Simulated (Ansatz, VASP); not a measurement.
# One calculation of Au, two programs

```
Au
1.0
     2.74841    0.00000    0.00000
     0.00000    2.74841    0.00000
     0.00000    0.00000    2.74841
Au
1
Cartesian
  1.3742 1.3742 1.3742
```

Alike in both runs: functional RPBE; k mesh 10 × 10 × 10; occupations fermi-dirac, width 0.05 eV; no spin polarisation.

|  | VASP | Ansatz |
| --- | --- | --- |
| version | VASP 6.6.1 | Ansatz 0.2.0 |
| potentials or method | VASP PAW PBE potentials, release 64 (Au) | Ansatz PAW |
| plane-wave cutoff (eV) | 520 | 420 |
| valence electrons in the cell | 11 | 19 |
| task | single point | band structure |

Ansatz gave:

```
gap on the k mesh at the Fermi level (eV) : none
pressure (GPa)                            : 3.6
```

Q: Estimate VASP's values.

A: gap on the k mesh at the Fermi level (eV): none; pressure (GPa): 3.4.

VASP's potentials were made for PBE, not for RPBE. A gap of «none» marks a metal or a gap that the smearing closes. VASP's potentials hold 11 valence electrons a cell and Ansatz's 19, so a difference there can come from the potentials and not from the codes.

Spin-orbit coupling is off throughout.
